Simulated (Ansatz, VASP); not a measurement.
Two plane-wave programs on MoS2

```
CELL_PARAMETERS angstrom
3.12222 0.00000 0.00000
-1.56111 2.70393 0.00000
0.00000 0.00000 12.07705
ATOMIC_POSITIONS crystal
Mo 0.66667 0.33333 0.24997
Mo 0.33333 0.66667 0.75003
S 0.33333 0.66667 0.37865
S 0.66667 0.33333 0.87872
S 0.33333 0.66667 0.12128
S 0.66667 0.33333 0.62135
```

Alike in both runs: functional LDA; k mesh 12 × 12 × 4; occupations gaussian, width 0.02 eV; no spin polarisation.

Ansatz relaxed the structure, and its values are those at the end. VASP's run is a single point on that final structure, the one shown.

|  | VASP | Ansatz |
| --- | --- | --- |
| version | VASP 6.6.1 | Ansatz 0.2.0 |
| potentials or method | VASP PAW LDA potentials, release 64 (Mo_sv, S), cutoff 520 eV | scalar-relativistic, plane waves, PAW |
| valence electrons in the cell | 52 | 52 |

```csv
,VASP,Ansatz,Ansatz less VASP
gap on the k mesh at the Fermi level (eV),0.74,0.73,-0.011
least direct gap on the mesh (eV),1.77,1.76,-0.007
pressure (GPa),0.1,0.0,-0.11
rms of the force components (eV/Å),0.008,0.001,-0.0075
```

LDA's correlation is that of Perdew and Zunger in VASP and of Perdew and Wang (1992) in Ansatz.
